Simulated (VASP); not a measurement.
Set up this calculation in VASP 6.6.1, as the native input.

```
Task                   : single point
Functional             : PBE
Potentials or basis    : VASP PAW PBE potentials, release 64 (In_d, O)
Cutoff                 : 520 eV
k mesh                 : 9 × 9 × 1
Occupations            : fermi-dirac, width 0.05 eV
Spin                   : no spin polarisation
Dipole correction      : no
Further INCAR settings : ALGO = Normal; EDIFF = 1e-06; NBANDS = 16
```

The structure of InO lies in POSCAR:

```
InO
1.0
    3.5514100000      0.0000000000      0.0000000000
   -1.7757000000      3.0756100000      0.0000000000
    0.0000000000      0.0000000000     25.9136200000
In O
1 1
Direct
    0.0000000000      0.0000000000      0.3201900000
    0.6666700000      0.3333300000      0.2972500000
```

One way to write it, as run:

INCAR

```
  PREC = Accurate
  ENCUT = 520
  EDIFF = 1E-6
  ISMEAR = -1
  SIGMA = 0.05
  LREAL = F
  LASPH = T
  NELM = 80
  ALGO = Normal
  ISIF = 2
  LWAVE = F
  LCHARG = F
  GGA = PE
  NBANDS = 16
```

KPOINTS

```
Automatic mesh
0
Gamma
  9 9 1
```

Potentials or basis: VASP PAW PBE potentials, release 64 (In_d, O).

Run with:

```console
$ cat potpaw_PBE.64/In_d/POTCAR potpaw_PBE.64/O/POTCAR > POTCAR
$ mpirun -np 1 vasp_std > vasp.out
```

Results of the run:

| Property | Result |
| --- | --- |
| Largest force | 0.040 eV/Å |

Caveat: an odd number of electrons without spin polarisation forces a metal; a magnetic or distorted state may lie lower.

Wall time 4.9 min on 1 thread of AMD EPYC 7R13, on a shared host, peak memory 0.43 GiB.
